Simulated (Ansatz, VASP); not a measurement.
## NbTe: VASP beside Ansatz

```
Te Nb
1.0
     3.70297    0.00000    0.00000
    -1.85149    3.20687    0.00000
     0.00000    0.00000    3.69421
Te Nb
1 1
Direct
  0.66667 0.33333 0.00000
  0.00000 0.00000 0.50000
```

Alike in both runs: task single point; functional HF; k mesh 4 × 4 × 4; occupations fermi-dirac, width 0.05 eV; no spin polarisation.

|  | VASP | Ansatz |
| --- | --- | --- |
| version | VASP 6.6.1 | Ansatz 0.2.0 |
| potentials or method | VASP PAW PBE potentials, release 64 (Te, Nb_sv) | Ansatz PAW |
| plane-wave cutoff (eV) | 520 | 420 |
| valence electrons in the cell | 19 | 29 |

VASP gave:

```
pressure (GPa)                                                : -4.4
traceless stress, the component that is largest in VASP (GPa) : -1.38
```

Task: Which values does Ansatz return?

Result: Pressure (GPa): -0.3; traceless stress, the component that is largest in VASP (GPa): -0.77.

VASP's potentials were made for PBE, not for HF. VASP's potentials hold 19 valence electrons a cell and Ansatz's 29, so a difference there can come from the potentials and not from the codes.

The k mesh is coarse, so the values compare programs but aren't converged. Spin-orbit coupling is off throughout.
